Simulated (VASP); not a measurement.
Here is a VASP 6.6.1 calculation.

Contents of INCAR:

```
SYSTEM = CdF2
  PREC = Accurate
  ENCUT = 700
  EDIFF = 1E-6
  ISMEAR = 0
  SIGMA = 0.01
  LREAL = .FALSE.
  LASPH = .TRUE.
  NELM = 120
  ALGO = Normal
  ISIF = 2
  LWAVE = .FALSE.
  LCHARG = .FALSE.
  GGA = PS
  NBANDS = 24
  GGA_COMPAT = .FALSE.
```

File KPOINTS:

```
regular mesh
0
G
  6 6 6
  0 0 0
```

Contents of POSCAR:

```
CdF2
1.0
    0.0000000000      2.6616727385      2.6616727385
    2.6616727385      0.0000000000      2.6616727385
    2.6616727385      2.6616727385      0.0000000000
Cd F
1 2
Direct
    0.0000000000      0.0000000000      0.0000000000
    0.2500000000      0.2500000000      0.2500000000
    0.7500000000      0.7500000000      0.7500000000
```

Potentials or basis: VASP PAW PBE potentials, release 64 (Cd_sv_GW, F).

Command:

```console
$ cat potpaw_PBE.64/Cd_sv_GW/POTCAR potpaw_PBE.64/F/POTCAR > POTCAR
$ mpirun -np 1 vasp_std > vasp.out
```

(1) Predict the pressure.

(2) Estimate the band gap on the k mesh.

Answers

(1) 3.6 GPa.

(2) 3.07 eV (least direct gap 3.49 eV).

Caveat: the cell stands under pressure; the PAW data sets were made with another functional, which shifts forces and pressure a little.
